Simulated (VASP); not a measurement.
Here is a VASP 6.6.1 calculation.

POSCAR

```
ZnAu
1.0
    3.1488255500      0.0000000000      0.0000000000
    0.0000000000      3.1488255500      0.0000000000
    0.0000000000      0.0000000000      3.1488255500
Zn Au
1 1
Direct
    0.0000000000      0.0000000000      0.0000000000
    0.5000000000      0.5000000000      0.5000000000
```

INCAR.step1

```
SYSTEM = ZnAu
PREC = Accurate ; ENCUT = 520
ISMEAR = -1 ; SIGMA = 0.1
LREAL = .FALSE. ; LASPH = .TRUE.
NELM = 100 ; NBANDS = 18
GGA = PE ; ALGO = Normal
EDIFF = 1E-4 ; LWAVE = .TRUE.
LCHARG = .FALSE.
```

Contents of INCAR.step2:

```
SYSTEM = ZnAu
PREC = Accurate ; ENCUT = 520
EDIFF = 1E-7 ; ISMEAR = -1
SIGMA = 0.1 ; LREAL = .FALSE.
LASPH = .TRUE. ; NELM = 100
ALGO = Normal ; ISIF = 2
LWAVE = .FALSE. ; LCHARG = .FALSE.
METAGGA = R2SCAN ; LMIXTAU = .TRUE.
NBANDS = 18 ; ISTART = 1
```

File KPOINTS:

```
regular mesh
0
G
  13 13 13
  0 0 0
```

Potentials or basis: VASP PAW PBE potentials, release 64 (Zn, Au).

Run with:

```bash
$ cat potpaw_PBE.64/Zn/POTCAR potpaw_PBE.64/Au/POTCAR > POTCAR
$ cp INCAR.step1 INCAR
$ mpirun -np 1 vasp_std > vasp.out
$ cp INCAR.step2 INCAR
$ mpirun -np 1 vasp_std > vasp.out
```

Question: What does it give for the band gap on the k mesh?

Answer: Zero (an odd number of electrons rules out a gap without spin polarisation).

Question: Estimate the pressure.

Answer: 0.3 GPa.

Caveat: the PAW data sets were made with another functional, which shifts forces and pressure a little; spin-orbit coupling is left out, which moves the levels of the heavy elements.
